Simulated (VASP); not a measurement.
Write the native input for VASP 6.6.1 that does the following.

* Task: single point
* Functional: PBEsol
* Potentials or basis: VASP PAW PBE potentials, release 64 (Ta_pv, N)
* Cutoff: 520 eV
* k mesh: 21 × 21 × 18
* Occupations: gaussian, width 0.15 eV
* Spin: no spin polarisation
* Dipole correction: no
* Further INCAR settings: ALGO = Normal; EDIFF = 1e-06; NBANDS = 15

The structure of TaN lies in POSCAR:

```
TaN
1.0
    3.0980977920      0.0000000000      0.0000000000
   -1.5490488960      2.6830313913      0.0000000000
    0.0000000000      0.0000000000      2.8641914087
Ta N
1 1
Direct
    0.3333333333      0.6666666667      0.5000000000
    0.0000000000      0.0000000000      0.0000000000
```

These files were run (other wordings do the same):

INCAR

```
SYSTEM = TaN
PREC     = Accurate       ! precision mode
ENCUT    = 520            ! plane-wave cutoff, eV
EDIFF    = 1E-6           ! SCF threshold, eV
ISMEAR   = 0              ! smearing method
SIGMA    = 0.15           ! smearing width, eV
LREAL    = .False.        ! projectors in reciprocal space
LASPH    = .True.         ! aspherical terms in the spheres
NELM     = 80             ! most SCF steps
ALGO     = Normal         ! electronic algorithm
ISIF     = 2              ! what is computed and relaxed
LWAVE    = .False.        ! write WAVECAR
LCHARG   = .False.        ! write CHGCAR
GGA      = PS             ! functional
NBANDS   = 15             ! bands
```

KPOINTS

```
regular mesh
0
Gamma
  21 21 18
  0 0 0
```

Potentials or basis: VASP PAW PBE potentials, release 64 (Ta_pv, N).

Launch:

```sh
$ cat potpaw_PBE.64/Ta_pv/POTCAR potpaw_PBE.64/N/POTCAR > POTCAR
$ mpirun -np 1 vasp_std > vasp.out
```

It gave:

```
Pressure               : -29.8 GPa
Band gap on the k mesh : zero (bands 8 and 9 overlap by 0.43 eV)
```

Caveat: the stress differs along the axes, from -39 to -11 GPa; the PAW data sets were made with another functional, which shifts forces and pressure a little; spin-orbit coupling is left out, which moves the levels of the heavy elements.

Run time: 2.5 min on 1 thread of Intel Xeon 8259CL, with other jobs on the host, peak memory 0.28 GiB.
